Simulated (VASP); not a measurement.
A run of VASP 6.6.1 is set up as follows.

POSCAR

```
PbO2
1.0
    0.0000000000      2.5083071791      2.5083071791
    2.5083071791      0.0000000000      2.5083071791
    2.5083071791      2.5083071791      0.0000000000
Pb O
1 2
Direct
    0.0000000000      0.0000000000      0.0000000000
    0.7500000000      0.7500000000      0.7500000000
    0.2500000000      0.2500000000      0.2500000000
```

File INCAR.step1:

```
SYSTEM = PbO2
ALGO = Normal
EDIFF = 1E-4
ENCUT = 520
GGA = PE
ISMEAR = 0
LASPH = .True.
LCHARG = .False.
LREAL = .False.
LWAVE = .True.
NBANDS = 20
NELM = 60
PREC = Accurate
SIGMA = 0.01
```

The input INCAR.step2:

```
SYSTEM = PbO2
ALGO = Normal
EDIFF = 1E-7
ENCUT = 520
ISIF = 2
ISMEAR = 0
ISTART = 1
IVDW = 12
LASPH = .True.
LCHARG = .False.
LMIXTAU = .True.
LREAL = .False.
LWAVE = .False.
METAGGA = R2SCAN
NBANDS = 20
NELM = 60
PREC = Accurate
SIGMA = 0.01
VDW_A1 = 0.49484001
VDW_A2 = 5.73083694
VDW_S6 = 1.0
VDW_S8 = 0.78981345
```

KPOINTS

```
k-points
0
Gamma
  5 5 5
  0 0 0
```

Potentials or basis: VASP PAW PBE potentials, release 64 (Pb_d, O).

The run is started by

```sh
$ cat potpaw_PBE.64/Pb_d/POTCAR potpaw_PBE.64/O/POTCAR > POTCAR
$ cp INCAR.step1 INCAR
$ mpirun -np 1 vasp_std > vasp.out
$ cp INCAR.step2 INCAR
$ mpirun -np 1 vasp_std > vasp.out
```

Q: What does it give for the band gap on the k mesh?

A: Zero (band 13 reaches 8.28 eV, above the bottom of band 14 at 8.07 eV).

Q: Predict the pressure.

A: 44.5 GPa.

Q: Predict the dispersion energy per atom.

A: -0.136 eV.

Caveat: the k points lie up to 0.43 Å⁻¹ apart; three body term missing; the PAW data sets were made with another functional, which shifts forces and pressure a little; spin-orbit coupling is left out, which moves the levels of the heavy elements; pairwise dispersion overbinds metals, which lowers pressure and volume.
